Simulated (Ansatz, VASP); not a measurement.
**One calculation of Cd, two programs**

Contents of INCAR:

```
  ALGO = Fast
  EDIFF = 1E-7
  ENCUT = 520
  GGA = PE
  ISIF = 2
  ISMEAR = 0
  LASPH = True
  LCHARG = True
  LELF = True
  LREAL = False
  LVHAR = True
  LWAVE = False
  NBANDS = 12
  NELM = 80
  PREC = Accurate
  SIGMA = 0.15
```

The input KPOINTS:

```
k-points
0
Gamma
  18 18 18
```

POSCAR

```
Cd
1.0
    0.0000000000      2.3443196358      2.2541534960
    2.3443196358      0.0000000000      2.2541534960
    2.3443196358      2.3443196358      0.0000000000
Cd
1
Direct
    0.0000000000      0.0000000000      0.0000000000
```

Input for Ansatz:

```yaml
crystal:
  lattice:
    - [0.0, 2.3443196358, 2.254153496]
    - [2.3443196358, 0.0, 2.254153496]
    - [2.3443196358, 2.3443196358, 0.0]
  atoms:
    - { symbol: Cd, position: [0.0, 0.0, 0.0] }
basis:
  ecutwfc: 420
kpoints:
  mp_grid: { grid: [18, 18, 18] }
hamiltonian:
  xc: pbe
scf:
  occupations: { method: gaussian, width: 0.15 }
output:
  forces: true
  stress: true
  eigenvalues: true
```

Change from the starting cell: normal strain along x +0.0400, normal strain along y +0.0400.

Alike in both runs: task single point; functional PBE; k mesh 18 × 18 × 18; occupations gaussian, width 0.15 eV; no spin polarisation.

|  | VASP | Ansatz |
| --- | --- | --- |
| version | VASP 6.6.1 | Ansatz 0.2.0 |
| potentials or method | VASP PAW PBE potentials, release 64 (Cd), cutoff 520 eV | scalar-relativistic, plane waves, PAW |
| valence electrons in the cell | 12 | 20 |

Ansatz gave:

```
gap on the k mesh at the Fermi level (eV)                     : none
pressure (GPa)                                                : -2.6
traceless stress, the component that is largest in VASP (GPa) : 0.46
```

Q: What did VASP give for the same quantities?

A: gap on the k mesh at the Fermi level (eV): none; pressure (GPa): -2.5; traceless stress, the component that is largest in VASP (GPa): 0.47.

A gap of «none» marks a metal or a gap that the smearing closes. The functional is the same, so the differences come from potentials, cutoffs and numerics. VASP's potentials hold 12 valence electrons a cell and Ansatz's 20, so a difference there can come from the potentials and not from the codes.
